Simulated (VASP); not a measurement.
# KBr (P4/mmm) in VASP: notebook

KBr is run at these levels: r2SCAN, PBE; tasks: single point, relaxation of cell and atoms.

Everything below comes from runs of VASP 6.6.1. Logs are shortened: lines on timing, memory, paths and dates and some standing lists are left out, and cuts for length are marked.

## Step 1: The cell of the first run

The typed cell holds 2 atoms: a = 4.038 Å, b = 4.038 Å, c = 4.040 Å, α = 90.00°, β = 90.00°, γ = 90.00°.

## Step 2: Single point, r2SCAN

POSCAR

```
KBr
1.0
    4.0382600546      0.0000000000      0.0000000000
    0.0000000000      4.0382600546      0.0000000000
    0.0000000000      0.0000000000      4.0397343728
K Br
1 1
Direct
    0.5000000000      0.5000000000      0.5000000000
    0.0000000000      0.0000000000      0.0000000000
```

INCAR.step1

```
PREC = Accurate
ENCUT = 520
ISMEAR = 0
SIGMA = 0.02
LREAL = False
LASPH = True
NELM = 80
NBANDS = 15
GGA = PE
ALGO = Normal
EDIFF = 1E-4
LWAVE = True
LCHARG = False
```

INCAR.step2

```
PREC = Accurate
ENCUT = 520
EDIFF = 1E-6
ISMEAR = 0
SIGMA = 0.02
LREAL = False
LASPH = True
NELM = 80
ALGO = Normal
ISIF = 2
LWAVE = False
LCHARG = False
METAGGA = R2SCAN
LMIXTAU = True
NBANDS = 15
ISTART = 1
```

KPOINTS

```
regular mesh
0
Gamma
  6 6 6
```

Potentials or basis: VASP PAW PBE potentials, release 64 (K_sv, Br).

Started as:

```console
cat potpaw_PBE.64/K_sv/POTCAR potpaw_PBE.64/Br/POTCAR > POTCAR
cp INCAR.step1 INCAR
mpirun -np 1 vasp_std > vasp.out
cp INCAR.step2 INCAR
mpirun -np 1 vasp_std > vasp.out
```

OUTCAR:

```text
PREC = Accurate
   ENCUT = 520
   EDIFF = 1E-6
   ISMEAR = 0
   LREAL = False
   LASPH = True
   NELM = 80
   ISIF = 2
   METAGGA = R2SCAN
   ISTART = 1

 ion  position               nearest neighbor table
   1  0.500  0.500  0.500-
   2  0.000  0.000  0.000-

  LATTYP: Found a simple tetragonal cell.
 ALAT       =     4.0382600546
 C/A-ratio  =     1.0003650875

  Lattice vectors:

 A1 = (   4.0382600546,   0.0000000000,   0.0000000000)
 A2 = (   0.0000000000,   4.0382600546,   0.0000000000)
 A3 = (   0.0000000000,   0.0000000000,   4.0397343728)

Analysis of symmetry for initial positions (statically):
=====================================================================
 Subroutine PRICEL returns:
 Original cell was already a primitive cell.

 Routine SETGRP: Setting up the symmetry group for a
 simple tetragonal supercell.

 Subroutine GETGRP returns: Found 16 space group operations
 (whereof 16 operations were pure point group operations)
 out of a pool of 16 trial point group operations.

The static configuration has the point symmetry D_4h.

Analysis of symmetry for dynamics (positions and initial velocities):
=====================================================================
 Subroutine PRICEL returns:
 Original cell was already a primitive cell.

 Routine SETGRP: Setting up the symmetry group for a
 simple tetragonal supercell.

 Subroutine GETGRP returns: Found 16 space group operations
 (whereof 16 operations were pure point group operations)
 out of a pool of 16 trial point group operations.

The dynamic configuration has the point symmetry D_4h.

 Subroutine INISYM returns: Found 16 space group operations
 (whereof 16 operations are pure point group operations),
 and found     1 'primitive' translations

----------------------------------------------------------------------------------------

                                     Primitive cell

  volume of cell :      65.8781

  direct lattice vectors                    reciprocal lattice vectors
     4.038260055  0.000000000  0.000000000     0.247631402  0.000000000  0.000000000
     0.000000000  4.038260055  0.000000000     0.000000000  0.247631402  0.000000000
     0.000000000  0.000000000  4.039734373     0.000000000  0.000000000  0.247541028

  length of vectors
[... 89 lines left out ...]
   ISYM   =      2    0-nonsym 1-usesym 2-fastsym
   POTIM  = 0.5000    time-step for ionic-motion
   TEBEG  =    0.0;   TEEND  =   0.0 temperature during run
   PSTRESS=    0.0 pullay stress
   NELECT =      16.0000    total number of electrons
   NUPDOWN=      -1.0000    fix difference up-down
   EMIN   =  10.00;   EMAX   =-10.00  energy-range for DOS
   EFERMI =   0.00;   METHOD = LEGACY
   ISMEAR =     0;   SIGMA  =   0.02  broadening in eV -4-tet -1-fermi 0-gaus
   EFERMI_NEDOS =   21; number of points for ismear=-14 and -15
   IALGO  =     38    algorithm
   IMIX   =      4    mixing-type and parameters
     AMIX     =   0.40;   BMIX     =  1.00
     AMIX_MAG =   1.60;   BMIX_MAG =  1.00
  volume/ion in A,a.u.               =      32.94       222.28
  Fermi-wavevector in a.u.,A,eV,Ry     =   1.021412  1.930189 14.194725  1.043283
  Thomas-Fermi vector in A             =   2.155035
   LORBIT       =      0    0 simple, 1 ext, 2 COOP (PROOUT), +10 PAW based schemes
   METAGGA = R2SCAN    functional components
   LHFCALC =     F    Hartree Fock is set to
   AEXX    =    0.0000 exact exchange contribution
   IVDW    =     0    specifies the selected vdW correction
   LEPSILON=     F    determine dielectric tensor
   LRPA    =     F    only Hartree local field effects (RPA)
 non-spin polarized calculation
 Gauss-broadening in eV      SIGMA  =   0.02
  energy-cutoff  :      520.00
  volume of cell :       65.88
 maximum number of plane-waves:      1800
   NGX = 15   NGY = 15   NGZ = 15

 number of electron      15.9999999 magnetization

 Free energy of the ion-electron system (eV)
  ---------------------------------------------------
  ext. energy  EPLUGINS =         0.00000000
  ---------------------------------------------------
  free energy    TOTEN  =       -23.13623613 eV

  energy without entropy =      -23.13623613  energy(sigma->0) =      -23.13623613

 E-fermi :  -0.9479     XC(G=0):  -8.2087

 val. band max:       -1.1270502806   @ k =   0.5000   0.0000   0.5000
 cond. band min:       3.4790550032   @ k =   0.0000   0.0000   0.0000
 fundamental gap:      4.6061052837
 Fermi energy:        -0.9479204925

 k-point     1 :       0.0000    0.0000    0.0000
  band No.  band energies     occupation
      1     -30.9360      2.00000
      2     -14.3546      2.00000
      3     -13.5905      2.00000
      4     -13.5904      2.00000
      5     -13.5904      2.00000
      6      -1.3931      2.00000
      7      -1.3908      2.00000
      8      -1.3908      2.00000
      9       3.4791      0.00000
     10       5.2842      0.00000
     11       5.2858      0.00000
     12       9.3336      0.00000
     13       9.3336      0.00000
     14       9.3360      0.00000
[... 401 lines left out ...]
      2     -14.2499      2.00000
      3     -13.6899      2.00000
      4     -13.5959      2.00000
      5     -13.5607      2.00000
      6      -2.6798      2.00000
      7      -2.2819      2.00000
      8      -1.1877      2.00000
      9       5.1725      0.00000
     10       6.2046      0.00000
     11       7.9409      0.00000
     12       7.9982      0.00000
     13       8.5574      0.00000
     14       9.5043      0.00000
     15      10.5770      0.00000

 [... further k-points ...]

------------------------ aborting loop because EDIFF is reached ----------------------------------------

  FORCE on cell =-STRESS in cart. coord.  units (eV):
  Direction    XX          YY          ZZ          XY          YZ          ZX
  --------------------------------------------------------------------------------------
  -------------------------------------------------------------------------------------
  Total       -0.3243077     -0.3243077     -0.3299377      0.0000000      0.0000000      0.0000000
  in kB       -7.8872660     -7.8872660     -8.0241887      0.0000000      0.0000000      0.0000000
  external PRESSURE =      -7.9329069 kB  Pullay stress =       0.0000000 kB

 VOLUME and BASIS-vectors are now :
 -----------------------------------------------------------------------------
  energy-cutoff  :      520.00
  volume of cell :       65.88
      direct lattice vectors                 reciprocal lattice vectors
     4.038260055  0.000000000  0.000000000     0.247631402  0.000000000  0.000000000
     0.000000000  4.038260055  0.000000000     0.000000000  0.247631402  0.000000000
     0.000000000  0.000000000  4.039734373     0.000000000  0.000000000  0.247541028

 POSITION                                       TOTAL-FORCE (eV/Angst)
 -----------------------------------------------------------------------------------
      2.01913      2.01913      2.01987         0.000000      0.000000      0.000000
      0.00000      0.00000      0.00000         0.000000      0.000000      0.000000
 -----------------------------------------------------------------------------------
    total drift:                                0.000000      0.000000      0.000000

  FREE ENERGIE OF THE ION-ELECTRON SYSTEM (eV)
  ---------------------------------------------------
  free  energy   TOTEN  =       -23.1362361347 eV

  energy  without entropy=      -23.1362361347  energy(sigma->0) =      -23.13623613
```

OUTCAR.step1:

```text
PREC = Accurate
   ENCUT = 520
   ISMEAR = 0
   LREAL = False
   LASPH = True
[... 654 lines left out ...]
      2.01913      2.01913      2.01987         0.000000      0.000000      0.000000
      0.00000      0.00000      0.00000         0.000000      0.000000      0.000000
 -----------------------------------------------------------------------------------
    total drift:                                0.000000      0.000000      0.000000

  FREE ENERGIE OF THE ION-ELECTRON SYSTEM (eV)
  ---------------------------------------------------
  free  energy   TOTEN  =        -6.0782692213 eV

  energy  without entropy=       -6.0782692213  energy(sigma->0) =       -6.07826922
```

Run time: 62 s. Hardware: 1 thread of Intel Xeon 6975P-C (Granite Rapids), shared host; peak memory 0.19 GiB.

Results:

```
Free energy            : -23.1362 eV
Pressure               : -0.8 GPa
Band gap on the k mesh : 4.61 eV (least direct gap 4.87 eV)
```

Caveat: the PAW data sets were made with another functional, which shifts forces and pressure a little. A k mesh can miss the band edges.

## Step 3: Relaxation of cell and atoms, PBE

INCAR

```
ALGO = Normal ; EDIFF = 1E-7
EDIFFG = -0.01 ; ENCUT = 600
GGA = PE ; IBRION = 2
ISIF = 3 ; ISMEAR = 0
LASPH = T ; LCHARG = F
LREAL = F ; LWAVE = F
NELM = 80 ; NSW = 100
PREC = Accurate ; SIGMA = 0.02
```

KPOINTS

```
k-points
0
Gamma
  6 6 6
```

POSCAR is that of step 2.

Potentials or basis: VASP PAW PBE potentials, release 64 (K_sv, Br).

Started as:

```console
cat potpaw_PBE.64/K_sv/POTCAR potpaw_PBE.64/Br/POTCAR > POTCAR
mpirun -np 1 vasp_std > vasp.out
```

Run time: 20 s. Hardware: 1 thread of Intel Xeon 6975P-C (Granite Rapids), shared host; peak memory 0.21 GiB.

The run converged. Its results:

```yaml
Free_energy: -6.0785 eV
Relaxed_volume: 32.98 Å³/atom
Relaxed_cell: a = 4.040 Å, b = 4.040 Å, c = 4.041 Å, α = 90.00°, β = 90.00°, γ = 90.00°
Space_group_after_relaxing_to_0.1_Å: Pm-3m (No. 221)
Energy_gained_by_relaxing: 0.0 meV/atom
Ionic_steps: 2
Pressure_after_relaxing: 0.0 GPa
Band_gap_on_the_k_mesh: 3.87 eV (least direct gap 4.13 eV)
```

Final structure:
```
K Br
1.0
     4.04029    0.00000    0.00000
     0.00000    4.04029    0.00000
     0.00000    0.00000    4.04124
K Br
1 1
Direct
  0.50000 0.50000 0.50000
  0.00000 0.00000 0.00000
```

Levels at points of the mesh, in eV from the valence-band top:
```tsv
k point	band 6	band 7	band 8	band 9	band 10	band 11
(0.00, 0.00, 0.00)	-0.26	-0.26	-0.26	3.87	5.85	5.85
(0.50, 0.00, 0.00)	-1.95	-0.23	-0.23	6.49	7.18	7.67
(0.50, 0.50, 0.00)	-1.39	-1.39	0.00	5.23	6.50	8.05
(0.00, 0.00, 0.50)	-1.95	-0.23	-0.23	6.49	7.18	7.66
(0.50, 0.00, 0.50)	-1.39	-1.39	0.00	5.22	6.50	8.05
(0.50, 0.50, 0.50)	-1.42	-1.42	-1.42	7.41	7.41	7.41
```

A k mesh can miss the band edges.
